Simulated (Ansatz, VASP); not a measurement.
One calculation of Sn, two programs

```
Sn
1.0
     0.00000    2.39171    2.39171
     2.39171    0.00000    2.39171
     2.39171    2.39171    0.00000
Sn
1
Direct
  0.00000 0.00000 0.00000
```

Alike in both runs: task single point; functional PBEsol; k mesh 6 × 6 × 6; occupations gaussian, width 0.1 eV; no spin polarisation.

|  | VASP | Ansatz |
| --- | --- | --- |
| version | VASP 6.6.1 | Ansatz 0.2.0 |
| potentials or method | VASP PAW PBE potentials, release 64 (Sn_d), cutoff 520 eV | scalar-relativistic, plane waves, PAW |
| valence electrons in the cell | 14 | 14 |

```csv
,VASP,Ansatz,Ansatz less VASP
gap on the k mesh at the Fermi level (eV),none,none,-
pressure (GPa),-0.4,-0.3,+0.04
```

VASP's potentials were made for PBE, not for PBEsol. A gap of «none» marks a metal or a gap that the smearing closes. The functional is the same, so the differences come from potentials, cutoffs and numerics.

The k mesh is coarse, so the values compare programs but aren't converged.
